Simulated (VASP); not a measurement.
Set up this calculation in VASP 6.6.1, as the native input.

```
Task                   : relaxation of cell and atoms
Functional             : PBE
Dispersion             : D3(BJ)
Potentials or basis    : VASP PAW PBE potentials, release 64 (B)
Cutoff                 : 600 eV
k mesh                 : 9 × 9 × 9
Occupations            : gaussian, width 0.02 eV
Spin                   : no spin polarisation
Dipole correction      : no
Further INCAR settings : ALGO = Normal; EDIFF = 1e-06; IBRION = 2; EDIFFG = -0.005; NSW = 70; ISIF = 3
```

The structure of B lies in POSCAR:

```
B
1.0
    2.4494680329      1.4142010281      4.1820433464
   -2.4494680329      1.4142010281      4.1820433464
    0.0000000000     -2.8284020563      4.1820433464
B
12
Direct
    0.0102686551      0.6540774957      0.0102686551
    0.0102686551      0.0102686551      0.6540774957
    0.6540774957      0.0102686551      0.0102686551
    0.9897313449      0.3459225043      0.9897313449
    0.3459225043      0.9897313449      0.9897313449
    0.9897313449      0.9897313449      0.3459225043
    0.2210253654      0.6306274460      0.2210253654
    0.2210253654      0.2210253654      0.6306274460
    0.6306274460      0.2210253654      0.2210253654
    0.7789746346      0.3693725540      0.7789746346
    0.3693725540      0.7789746346      0.7789746346
    0.7789746346      0.7789746346      0.3693725540
```

The input as run:

INCAR

```
SYSTEM = B
ALGO = Normal ; EDIFF = 1E-6
EDIFFG = -0.005 ; ENCUT = 600
GGA = PE ; IBRION = 2
ISIF = 3 ; ISMEAR = 0
IVDW = 12 ; LASPH = .TRUE.
LCHARG = .FALSE. ; LREAL = .FALSE.
LWAVE = .FALSE. ; NELM = 100
NSW = 70 ; PREC = Accurate
SIGMA = 0.02
```

KPOINTS

```
k-points
0
G
  9 9 9
  0 0 0
```

Potentials or basis: VASP PAW PBE potentials, release 64 (B).

The run is started by

```bash
$ cat potpaw_PBE.64/B/POTCAR > POTCAR
$ mpirun -np 1 vasp_std > vasp.out
```

Results of the run:

The relaxed volume is 7.08 Å³/atom and the relaxed cell is a = 5.013 Å, b = 5.013 Å, c = 5.013 Å, α = 58.00°, β = 58.00°, γ = 58.00°. The space group after relaxing (to 0.1 Å) is R-3m (No. 166) and the energy gained by relaxing is 2.4 meV/atom. The ionic steps are 9 and the pressure after relaxing is 0.0 GPa. The band gap on the k mesh is 1.38 eV (least direct gap 1.71 eV) and the dispersion energy per atom is -0.210 eV.

Run time: 6.1 min on 1 thread of Intel(R) Xeon(R) 6975P-C (Granite Rapids) (shared host), peak memory 0.35 GiB.
